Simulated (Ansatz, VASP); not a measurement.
# Two plane-wave programs on C

```
C
1.0
     1.78574   -1.78574    0.00000
     1.78574    0.00000   -1.78574
     6.96975    6.96975    6.96975
C
12
Direct
  0.66667 0.66667 0.27760
  0.00000 0.00000 0.10679
  0.33333 0.33333 0.44841
  0.66667 0.66667 0.79002
  0.00000 0.00000 0.61921
  0.33333 0.33333 0.96083
  0.66667 0.66667 0.40570
  0.00000 0.00000 0.23490
  0.33333 0.33333 0.57651
  0.66667 0.66667 0.91813
  0.00000 0.00000 0.74732
  0.33333 0.33333 0.06409
```

Alike in both runs: task single point; functional PBE; k mesh 10 × 10 × 2; occupations gaussian, width 0.05 eV; no spin polarisation.

|  | VASP | Ansatz |
| --- | --- | --- |
| version | VASP 6.6.1 | Ansatz 0.2.0 |
| potentials or method | VASP PAW PBE potentials, release 64 (C), cutoff 520 eV | scalar-relativistic, plane waves, PAW |
| valence electrons in the cell | 48 | 48 |

|  | VASP | Ansatz | Ansatz less VASP |
| --- | --- | --- | --- |
| gap on the k mesh at the Fermi level (eV) | 3.90 | 3.90 | +0.008 |
| least direct gap on the mesh (eV) | 5.06 | 5.06 | +0.003 |
| pressure (GPa) | 20.3 | 19.6 | -0.73 |
| traceless stress, the component that is largest in VASP (GPa) | 18.02 | 17.95 | -0.068 |
| rms of the force components (eV/Å) | 3.406 | 3.393 | -0.0133 |

Atom by atom the forces differ by 0.013 eV/Å (rms over components).
